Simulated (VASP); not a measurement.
# In3Se (P4/mmm) in VASP: further runs

The runs below take In3Se through single point, with PBE+D3(BJ).

All numbers are computed with VASP 6.6.1; they aren't measurements. Logs are shortened: lines on timing, memory, paths and dates and some standing lists are left out, and cuts for length are marked.

## 1. The cell of the first run

Symmetry: P4/mmm, No. 123, tetragonal system. Conventional cell: a = 3.996 Å, b = 3.996 Å, c = 4.701 Å, α = 90.00°, β = 90.00°, γ = 90.00°. Within 3.7 Å of In (site symmetry mmm) lie 8 In at 2.83 to 3.08 Å and 4 Se at 3.08 Å. In (site symmetry 4/mmm) has 4 Se at 2.83 Å and 8 In at 3.08 Å within 3.7 Å. Se (site symmetry 4/mmm) has 12 In at 2.83 to 3.08 Å within 3.7 Å.

## 2. Single point, PBE+D3(BJ)

File INCAR:

```
SYSTEM = In3Se
PREC = Accurate
ENCUT = 520
EDIFF = 1E-7
ISMEAR = 0
SIGMA = 0.15
LREAL = .False.
LASPH = .True.
NELM = 100
ALGO = Normal
ISIF = 2
LWAVE = .False.
LCHARG = .False.
GGA = PE
IVDW = 12
NBANDS = 30
```

File KPOINTS:

```
Automatic mesh
0
Gamma
  8 8 8
  0 0 0
```

File POSCAR:

```
In3Se
1.0
    3.9956887392      0.0000000000      0.0000000000
    0.0000000000      3.9956887392      0.0000000000
    0.0000000000      0.0000000000      4.7008102814
In Se
3 1
Direct
    0.0000000000      0.5000000000      0.5000000000
    0.5000000000      0.0000000000      0.5000000000
    0.5000000000      0.5000000000      0.0000000000
    0.0000000000      0.0000000000      0.0000000000
```

Potentials or basis: VASP PAW PBE potentials, release 64 (In_d, Se).

Launch:

```sh
> cat potpaw_PBE.64/In_d/POTCAR potpaw_PBE.64/Se/POTCAR > POTCAR
> mpirun -np 1 vasp_std > vasp.out
```

OUTCAR:

```text
SYSTEM = In3Se
   PREC = Accurate
   ENCUT = 520
   EDIFF = 1E-7
   ISMEAR = 0
   LREAL = .False.
   LASPH = .True.
   NELM = 100
   ISIF = 2
   GGA = PE
   IVDW = 12
 IVDW          = 12

 ion  position               nearest neighbor table
   1  0.000  0.500  0.500-   2 2.83   2 2.83   2 2.83   2 2.83   4 3.08   3 3.08   4 3.08   4 3.08
                             4 3.08   3 3.08   3 3.08   3 3.08
   2  0.500  0.000  0.500-   1 2.83   1 2.83   1 2.83   1 2.83   4 3.08   3 3.08   3 3.08   3 3.08
                             4 3.08   4 3.08   4 3.08   3 3.08
   3  0.500  0.500  0.000-   4 2.83   4 2.83   4 2.83   4 2.83   2 3.08   2 3.08   2 3.08   2 3.08
                             1 3.08   1 3.08   1 3.08   1 3.08
   4  0.000  0.000  0.000-   3 2.83   3 2.83   3 2.83   3 2.83   2 3.08   1 3.08   2 3.08   1 3.08
                             2 3.08   1 3.08   2 3.08   1 3.08

  LATTYP: Found a simple tetragonal cell.
 ALAT       =     3.9956887392
 C/A-ratio  =     1.1764705882

  Lattice vectors:

 A1 = (   3.9956887392,   0.0000000000,   0.0000000000)
 A2 = (   0.0000000000,   3.9956887392,   0.0000000000)
 A3 = (   0.0000000000,   0.0000000000,   4.7008102814)

Analysis of symmetry for initial positions (statically):
=====================================================================
 Subroutine PRICEL returns:
 Original cell was already a primitive cell.

 Routine SETGRP: Setting up the symmetry group for a
 simple tetragonal supercell.

 Subroutine GETGRP returns: Found 16 space group operations
 (whereof 16 operations were pure point group operations)
 out of a pool of 16 trial point group operations.

The static configuration has the point symmetry D_4h.

Analysis of symmetry for dynamics (positions and initial velocities):
=====================================================================
 Subroutine PRICEL returns:
 Original cell was already a primitive cell.

 Routine SETGRP: Setting up the symmetry group for a
 simple tetragonal supercell.

 Subroutine GETGRP returns: Found 16 space group operations
 (whereof 16 operations were pure point group operations)
 out of a pool of 16 trial point group operations.

The dynamic configuration has the point symmetry D_4h.

 Subroutine INISYM returns: Found 16 space group operations
 (whereof 16 operations are pure point group operations),
 and found     1 'primitive' translations

----------------------------------------------------------------------------------------

                                     Primitive cell

  volume of cell :      75.0509

  direct lattice vectors                    reciprocal lattice vectors
     3.995688739  0.000000000  0.000000000     0.250269745  0.000000000  0.000000000
     0.000000000  3.995688739  0.000000000     0.000000000  0.250269745  0.000000000
     0.000000000  0.000000000  4.700810281     0.000000000  0.000000000  0.212729283

  length of vectors
     3.995688739  3.995688739  4.700810281     0.250269745  0.250269745  0.212729283

  position of ions in fractional coordinates (direct lattice)
     0.000000000  0.500000000  0.500000000
     0.500000000  0.000000000  0.500000000
     0.500000000  0.500000000  0.000000000
     0.000000000  0.000000000  0.000000000

  ion indices of the primitive-cell ions
   primitive index   ion index
                 1           1
                 2           2
                 3           3
                 4           4

----------------------------------------------------------------------------------------

 KPOINTS: Automatic mesh

Automatic generation of k-mesh.
 Grid dimensions read from file:
 generate k-points for:    8    8    8

 Generating k-lattice:

  Cartesian coordinates                     Fractional coordinates (reciprocal lattice)
     0.031283718  0.000000000  0.000000000     0.125000000  0.000000000  0.000000000
     0.000000000  0.031283718  0.000000000     0.000000000  0.125000000  0.000000000
     0.000000000  0.000000000  0.026591160     0.000000000  0.000000000  0.125000000

  Length of vectors
     0.031283718  0.031283718  0.026591160

  Shift w.r.t. Gamma in fractional coordinates (k-lattice)
     0.000000000  0.000000000  0.000000000

 Subroutine IBZKPT returns following result:
 ===========================================

 Found     75 irreducible k-points:

 Following reciprocal coordinates:
            Coordinates               Weight
  0.000000  0.000000  0.000000      1.000000
  0.125000  0.000000  0.000000      4.000000
  0.250000  0.000000  0.000000      4.000000
  0.375000  0.000000  0.000000      4.000000
  0.500000  0.000000  0.000000      2.000000
  0.125000  0.125000  0.000000      4.000000
[... 16 lines left out ...]
  0.375000  0.125000  0.125000     16.000000
  0.500000  0.125000  0.125000      8.000000
 [... further k-points ...]
   k-points           NKPTS =     75   k-points in BZ     NKDIM =     75   number of bands    NBANDS=     30
   number of dos      NEDOS =    301   number of ions     NIONS =      4
   total plane-waves  NPLWV =  32400
   dimension x,y,z NGX =    30 NGY =   30 NGZ =   36
   dimension x,y,z NGXF=    60 NGYF=   60 NGZF=   72
   ions per type =               3   1
   NGX,Y,Z   is equivalent  to a cutoff of  12.48, 12.48, 12.73 a.u.
   NGXF,Y,Z  is equivalent  to a cutoff of  24.96, 24.96, 25.46 a.u.
 SYSTEM =  In3Se
   PREC   = accura    normal or accurate (medium, high low for compatibility)
   ISTART =      0    job   : 0-new  1-cont  2-samecut
   ICHARG =      2    charge: 1-file 2-atom 10-const
   ISPIN  =      1    spin polarized calculation?
   LNONCOLLINEAR =      F non collinear calculations
   LSORBIT =      F    spin-orbit coupling
   LASPH  =      T    aspherical Exc in radial PAW
   ENCUT  =  520.0 eV  38.22 Ry    6.18 a.u.   7.43  7.43  8.74*2*pi/ulx,y,z
   NELM   =    100;   NELMIN=  2; NELMDL= -5     # of ELM steps
   EDIFF  = 0.1E-06   stopping-criterion for ELM
   LREAL  =      F    real-space projection
   EDIFFG = 0.1E-05   stopping-criterion for IOM
   NSW    =      0    number of steps for IOM
   IBRION =     -1    ionic relax: 0-MD 1-quasi-New 2-CG
   NFREE  =      0    steps in history (QN), initial steepest desc. (CG)
   ISIF   =      2    stress and relaxation
   ISYM   =      2    0-nonsym 1-usesym 2-fastsym
   POTIM  = 0.5000    time-step for ionic-motion
   TEBEG  =    0.0;   TEEND  =   0.0 temperature during run
   PSTRESS=    0.0 pullay stress
   NELECT =      45.0000    total number of electrons
   NUPDOWN=      -1.0000    fix difference up-down
   EMIN   =  10.00;   EMAX   =-10.00  energy-range for DOS
   EFERMI =   0.00;   METHOD = LEGACY
   ISMEAR =     0;   SIGMA  =   0.15  broadening in eV -4-tet -1-fermi 0-gaus
   EFERMI_NEDOS =   21; number of points for ismear=-14 and -15
   IALGO  =     38    algorithm
   IMIX   =      4    mixing-type and parameters
     AMIX     =   0.40;   BMIX     =  1.00
     AMIX_MAG =   1.60;   BMIX_MAG =  1.00
  volume/ion in A,a.u.               =      18.76       126.62
  Fermi-wavevector in a.u.,A,eV,Ry     =   1.380470  2.608710 25.928590  1.905698
  Thomas-Fermi vector in A             =   2.505344
   LORBIT       =      0    0 simple, 1 ext, 2 COOP (PROOUT), +10 PAW based schemes
   GGA     = PE    functional components
   LHFCALC =     F    Hartree Fock is set to
   AEXX    =    0.0000 exact exchange contribution
   IVDW    =    12    specifies the selected vdW correction
   LEPSILON=     F    determine dielectric tensor
   LRPA    =     F    only Hartree local field effects (RPA)
 non-spin polarized calculation
 Gauss-broadening in eV      SIGMA  =   0.15
  energy-cutoff  :      520.00
  volume of cell :       75.05
 maximum number of plane-waves:      2056
 NGX is ok and might be reduce to    30
   NGX = 15   NGY = 15   NGZ = 17

 number of electron      45.0000033 magnetization

 Free energy of the ion-electron system (eV)
  ---------------------------------------------------
  ext. energy  EPLUGINS =         0.00000000
  ---------------------------------------------------
  free energy    TOTEN  =        -9.16783930 eV

  energy without entropy =       -9.14791043  energy(sigma->0) =       -9.15787486

 E-fermi :  10.8581     XC(G=0): -11.6601

 val. band max:       10.8456591046   @ k =   0.1250   0.0000   0.3750
 cond. band min:      10.8768918486   @ k =   0.0000   0.0000   0.2500
 fundamental gap:      0.0312327440
 Fermi energy:        10.8580903171

 k-point     1 :       0.0000    0.0000    0.0000
  band No.  band energies     occupation
      1      -5.1207      2.00000
      2      -4.9771      2.00000
      3      -4.6485      2.00000
      4      -4.6408      2.00000
      5      -4.6408      2.00000
      6      -4.3481      2.00000
[... 22 lines left out ...]
     29      17.2510      0.00000
     30      18.0297      0.00000

 k-point     2 :       0.1250    0.0000    0.0000
  band No.  band energies     occupation
      1      -5.0558      2.00000
      2      -4.9283      2.00000
      3      -4.6264      2.00000
      4      -4.6168      2.00000
      5      -4.6124      2.00000
      6      -4.3390      2.00000
[... 22 lines left out ...]
     29      17.7309      0.00000
     30      18.0897      0.00000

 k-point     3 :       0.2500    0.0000    0.0000
  band No.  band energies     occupation
      1      -4.8797      2.00000
      2      -4.7859      2.00000
      3      -4.5886      2.00000
      4      -4.5461      2.00000
      5      -4.5162      2.00000
      6      -4.3172      2.00000
[... 22 lines left out ...]
     29      18.2580      0.00000
     30      18.3800      0.00000

 k-point     4 :       0.3750    0.0000    0.0000
  band No.  band energies     occupation
      1      -4.6408      2.00000
      2      -4.5639      2.00000
      3      -4.5440      2.00000
      4      -4.4359      2.00000
      5      -4.3977      2.00000
      6      -4.2962      2.00000
[... 22 lines left out ...]
     29      18.4293      0.00000
     30      18.4785      0.00000

 k-point     5 :       0.5000    0.0000    0.0000
  band No.  band energies     occupation
      1      -4.5224      2.00000
      2      -4.4511      2.00000
      3      -4.3412      2.00000
      4      -4.3406      2.00000
      5      -4.3289      2.00000
      6      -4.2994      2.00000
[... 22 lines left out ...]
     29      17.5032      0.00000
     30      18.1492      0.00000
[... 526 lines left out ...]
     29      17.9146      0.00000
     30      18.7053      0.00000

 k-point    22 :       0.2500    0.1250    0.1250
  band No.  band energies     occupation
      1      -4.8492      2.00000
      2      -4.7533      2.00000
      3      -4.5815      2.00000
      4      -4.4844      2.00000
      5      -4.4629      2.00000
      6      -4.3085      2.00000
[... 22 lines left out ...]
     29      17.2259      0.00000
     30      18.5806      0.00000

 k-point    23 :       0.3750    0.1250    0.1250
  band No.  band energies     occupation
      1      -4.6920      2.00000
      2      -4.5658      2.00000
      3      -4.5161      2.00000
      4      -4.4044      2.00000
      5      -4.3746      2.00000
      6      -4.3299      2.00000
[... 22 lines left out ...]
     29      16.9557      0.00000
     30      18.6684      0.00000

 k-point    24 :       0.5000    0.1250    0.1250
  band No.  band energies     occupation
      1      -4.5675      2.00000
      2      -4.5130      2.00000
      3      -4.4551      2.00000
      4      -4.4044      2.00000
      5      -4.3121      2.00000
      6      -4.2522      2.00000
[... 22 lines left out ...]
     29      17.9326      0.00000
     30      18.7320      0.00000

 [... further k-points ...]

------------------------ aborting loop because EDIFF is reached ----------------------------------------

 Edisp (eV)   -1.89871

 E8    (eV) :    -0.9084

  FORCE on cell =-STRESS in cart. coord.  units (eV):
  Direction    XX          YY          ZZ          XY          YZ          ZX
  --------------------------------------------------------------------------------------
  -------------------------------------------------------------------------------------
  Total      14.13120    14.13120    12.39842     0.00000     0.00000    -0.00000
  in kB     301.67107   301.67107   264.67976     0.00000     0.00000    -0.00000
  external pressure =      289.34 kB  Pullay stress =        0.00 kB

 VOLUME and BASIS-vectors are now :
 -----------------------------------------------------------------------------
  energy-cutoff  :      520.00
  volume of cell :       75.05
      direct lattice vectors                 reciprocal lattice vectors
     3.995688739  0.000000000  0.000000000     0.250269745  0.000000000  0.000000000
     0.000000000  3.995688739  0.000000000     0.000000000  0.250269745  0.000000000
     0.000000000  0.000000000  4.700810281     0.000000000  0.000000000  0.212729283

 POSITION                                       TOTAL-FORCE (eV/Angst)
 -----------------------------------------------------------------------------------
      0.00000      1.99784      2.35041         0.000000      0.000000      0.000000
      1.99784      0.00000      2.35041         0.000000      0.000000      0.000000
      1.99784      1.99784      0.00000         0.000000      0.000000      0.000000
      0.00000      0.00000      0.00000         0.000000      0.000000      0.000000
 -----------------------------------------------------------------------------------
    total drift:                                0.000000      0.000000     -0.000000

  FREE ENERGIE OF THE ION-ELECTRON SYSTEM (eV)
  ---------------------------------------------------
  free  energy   TOTEN  =       -11.0665490725 eV

  energy  without entropy=      -11.0466202060  energy(sigma->0) =      -11.05658464
```

It took 2.5 min on 1 thread of Intel Xeon 8259CL, shared host; peak memory 0.27 GiB.

What came out:

* Free energy: -11.0665 eV
* Pressure: 28.9 GPa
* Band gap on the k mesh: zero (an odd number of electrons rules out a gap without spin polarisation)
* Dispersion energy per atom: -0.475 eV

Stress tensor (GPa, compression positive):
```
30.17  0.00  0.00
 0.00 30.17  0.00
 0.00  0.00 26.47
```

Caveat: the cell stands under pressure; spin-orbit coupling is left out, which moves the levels of the heavy elements.

## 3. Single point, PBE+D3(BJ)

This run uses another cell than the first one, of 20.45 Å³/atom.

File INCAR:

```
SYSTEM = In3Se
ALGO = Normal
EDIFF = 1E-6
ENCUT = 520
GGA = PE
ISIF = 2
ISMEAR = 0
IVDW = 12
LASPH = .TRUE.
LCHARG = .TRUE.
LELF = .TRUE.
LREAL = .FALSE.
LVHAR = .TRUE.
LWAVE = .FALSE.
NBANDS = 30
NELM = 80
PREC = Accurate
SIGMA = 0.15
```

File KPOINTS:

```
k-points
0
G
  8 8 8
  0 0 0
```

POSCAR, as its differences from that of step 2:

```diff
@@ -2,4 +2,4 @@
 1.0
-    3.9956887392      0.0000000000      0.0000000000
-    0.0000000000      3.9956887392      0.0000000000
+    4.1719691247      0.0000000000      0.0000000000
+    0.0000000000      4.1719691247      0.0000000000
     0.0000000000      0.0000000000      4.7008102814
```

Potentials or basis: VASP PAW PBE potentials, release 64 (In_d, Se).

Launch:

```sh
> cat potpaw_PBE.64/In_d/POTCAR potpaw_PBE.64/Se/POTCAR > POTCAR
> mpirun -np 1 vasp_std > vasp.out
```

Wall time 3 min (1 thread of Intel Xeon 8259CL, shared host); peak memory 0.3 GiB.

The run converged. Its results:

```
Free energy                : -12.0561 eV
Pressure                   : 17.1 GPa
Band gap on the k mesh     : zero (an odd number of electrons rules out a gap without spin polarisation)
Dispersion energy per atom : -0.434 eV
```

Stress tensor (GPa, compression positive):
```
17.56  0.00  0.00
 0.00 17.56  0.00
 0.00  0.00 16.05
```

Levels at points of the mesh, in eV from the Fermi level:
| k point | band 20 | band 21 | band 22 | band 23 | band 24 | band 25 |
| --- | --- | --- | --- | --- | --- | --- |
| (0.00, 0.00, 0.00) | -4.38 | -2.50 | -0.85 | 1.12 | 1.26 | 1.26 |
| (0.50, 0.00, 0.00) | -3.02 | -2.33 | -1.34 | 0.01 | 0.13 | 0.80 |
| (0.50, 0.50, 0.00) | -2.92 | -2.07 | -1.04 | -1.04 | 0.80 | 1.06 |
| (0.00, 0.00, 0.50) | -3.50 | -1.14 | -0.46 | -0.46 | 0.09 | 1.40 |
| (0.50, 0.00, 0.50) | -2.52 | -0.87 | -0.18 | 0.46 | 1.92 | 2.14 |
| (0.50, 0.50, 0.50) | -4.64 | -4.53 | -4.52 | -4.52 | 2.73 | 4.52 |

Caveat: the cell stands under pressure; spin-orbit coupling is left out, which moves the levels of the heavy elements.

## 4. Single point, PBE+D3(BJ)

This run uses another cell than the first one, of 22.22 Å³/atom.

File INCAR:

```
PREC = Accurate
ENCUT = 520
EDIFF = 1E-6
ISMEAR = 0
SIGMA = 0.15
LREAL = F
LASPH = T
NELM = 80
ALGO = Normal
ISIF = 2
LWAVE = F
LCHARG = T
GGA = PE
IVDW = 12
LELF = T
LVHAR = T
NBANDS = 30
```

File KPOINTS:

```
regular mesh
0
Gamma
  8 8 8
```

POSCAR, as its differences from that of step 3:

```diff
@@ -2,4 +2,4 @@
 1.0
-    4.1719691247      0.0000000000      0.0000000000
-    0.0000000000      4.1719691247      0.0000000000
+    4.3482495103      0.0000000000      0.0000000000
+    0.0000000000      4.3482495103      0.0000000000
     0.0000000000      0.0000000000      4.7008102814
```

Launch:

```sh
> cat potpaw_PBE.64/In_d/POTCAR potpaw_PBE.64/Se/POTCAR > POTCAR
> mpirun -np 1 vasp_std > vasp.out
```

Run time: 3.4 min. Hardware: 1 thread of Intel Xeon 8259CL, shared host; peak memory 0.3 GiB.

It converged, with:

* Free energy: -12.6364 eV
* Pressure: 9.1 GPa
* Band gap on the k mesh: zero (an odd number of electrons rules out a gap without spin polarisation)
* Dispersion energy per atom: -0.398 eV

Stress tensor (GPa, compression positive):
```
9.25 0.00 0.00
0.00 9.25 0.00
0.00 0.00 8.93
```

Levels at points of the mesh, in eV from the Fermi level:
| k point | band 19 | band 20 | band 21 | band 22 | band 23 | band 24 | band 25 | band 26 |
| --- | --- | --- | --- | --- | --- | --- | --- | --- |
| (0.00, 0.00, 0.00) | -4.02 | -4.02 | -2.31 | -1.28 | 1.18 | 1.31 | 1.31 | 4.64 |
| (0.50, 0.00, 0.00) | -3.33 | -2.86 | -1.85 | -0.86 | -0.46 | 0.05 | 1.00 | 4.30 |
| (0.50, 0.50, 0.00) | -6.31 | -2.58 | -1.59 | -0.83 | -0.83 | 1.14 | 1.37 | 1.37 |
| (0.00, 0.00, 0.50) | -3.14 | -3.14 | -1.07 | -0.46 | -0.33 | -0.33 | 1.43 | 4.17 |
| (0.50, 0.00, 0.50) | -6.63 | -2.34 | -0.87 | -0.26 | 0.08 | 1.92 | 2.02 | 2.39 |
| (0.50, 0.50, 0.50) | -5.28 | -4.48 | -4.44 | -4.44 | -4.08 | 3.01 | 4.13 | 4.13 |

Caveat: the cell stands under pressure; spin-orbit coupling is left out, which moves the levels of the heavy elements.

## 5. Summary

```tsv
cell	gap on the mesh (eV)	pressure (GPa)
a = 3.996, b = 3.996, c = 4.701 Å, 4 atoms	none	28.9
a = 4.172, b = 4.172, c = 4.701 Å, 4 atoms	none	17.1
a = 4.348, b = 4.348, c = 4.701 Å, 4 atoms	none	9.1
```

Alike in all rows: task single point; level PBE+D3(BJ); potentials or basis VASP PAW PBE potentials, release 64 (In_d, Se); no spin polarisation; k mesh 8 × 8 × 8; cutoff (eV) 520; smearing gaussian 0.15 eV.

Caveats: the cell stands under pressure; spin-orbit coupling is left out, which moves the levels of the heavy elements.

Total energies depend on the potentials used, so only differences within one code and one set of settings carry meaning.
